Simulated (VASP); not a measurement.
Set up this calculation in VASP 6.6.1, as the native input.

| Quantity | Value |
| --- | --- |
| Task | single point |
| Functional | PBE |
| Potentials or basis | VASP PAW PBE potentials, release 64 (Al, Ni) |
| Cutoff | 600 eV |
| k mesh | 2 × 2 × 2 |
| Occupations | gaussian, width 0.1 eV |
| Spin | no spin polarisation |
| Dipole correction | no |
| Further INCAR settings | ALGO = Normal; EDIFF = 1e-06; NBANDS = 24 |

The structure of AlNi3 lies in POSCAR:

```
AlNi3
1.0
    3.5230547267      0.0000000000      0.0000000000
    0.0000000000      3.5230547267      0.0000000000
    0.0000000000      0.0000000000      3.5230547267
Al Ni
1 3
Direct
    0.0000000000      0.0000000000      0.0000000000
    0.0000000000      0.5000000000      0.5000000000
    0.5000000000      0.0000000000      0.5000000000
    0.5000000000      0.5000000000      0.0000000000
```

These files were run (other wordings do the same):

INCAR

```
SYSTEM = AlNi3
ALGO = Normal
EDIFF = 1E-6
ENCUT = 600
GGA = PE
GGA_COMPAT = .False.
ISIF = 2
ISMEAR = 0
LASPH = .True.
LCHARG = .False.
LREAL = .False.
LWAVE = .False.
NBANDS = 24
NELM = 120
PREC = Accurate
SIGMA = 0.1
```

KPOINTS

```
k-points
0
Gamma
  2 2 2
  0 0 0
```

Potentials or basis: VASP PAW PBE potentials, release 64 (Al, Ni).

Command:

```bash
$ cat potpaw_PBE.64/Al/POTCAR potpaw_PBE.64/Ni/POTCAR > POTCAR
$ mpirun -np 1 vasp_std > vasp.out
```

Results of the run:

```yaml
Pressure: 6.1 GPa
```

Caveat: the k points lie up to 0.89 Å⁻¹ apart.

Wall time 5.5 s on 1 thread of AMD EPYC 9R45 96-Core Processor (Zen 5), with other jobs on the host, peak memory 0.12 GiB.
